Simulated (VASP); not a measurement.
Zn2C (fluorite type): electric field gradients with PBE

Crystal: Zn2C (fluorite type).

```
CELL_PARAMETERS angstrom
0.00000 2.55234 2.60443
2.55234 0.00000 2.60443
2.55234 2.55234 0.00000
ATOMIC_POSITIONS crystal
C 0.00000 0.00000 0.00000
Zn 0.25000 0.25000 0.25000
Zn 0.75000 0.75000 0.75000
```

This cell differs from its parent crystal: x and y stretched by -2 %, z held.

| Property | Result |
| --- | --- |
| Program | VASP 6.6.1 |
| Task | electric field gradients |
| Functional | PBE |
| Potentials or basis | VASP PAW PBE potentials, release 64 (C, Zn) |
| Cutoff | 520 eV |
| k mesh | 11 × 11 × 11 |
| Occupations | fermi-dirac, width 0.08 eV |
| Spin | no spin polarisation |
| Dipole correction | no |
| Further INCAR settings | ALGO = Normal; EDIFF = 1e-08; NBANDS = 21 |

The pressure is 6.5 GPa and the band gap on the k mesh is zero (filled and empty bands touch).

Stress tensor (GPa, compression positive):
```
8.20 0.00 0.00
0.00 8.20 0.00
0.00 0.00 3.15
```

Levels at points of the mesh, in eV from the Fermi level:
```csv
k point,band 11,band 12,band 13,band 14,band 15,band 16,band 17,band 18
"(0.00, 0.00, 0.00)",-7.00,-0.25,-0.22,-0.13,-0.13,3.97,3.97,4.18
```

Electric field gradients, principal values (V/Å²):
| atom | least | middle | greatest (by size) |
| --- | --- | --- | --- |
| 1 C | -1.188 | -1.188 | 2.376 |
| 2 Zn | -0.312 | -0.325 | 0.637 |
| 3 Zn | -0.312 | -0.325 | 0.637 |

It took 42 s on 1 thread of Intel(R) Xeon(R) 6975P-C (Granite Rapids), with other jobs on the host, peak memory 0.21 GiB.

Caveat: the cell differs from its parent crystal (x and y stretched by -2 %, z held); without QUAD_EFG the Cq values of the log hold for a quadrupole moment of 1 mb, not for the nuclei.
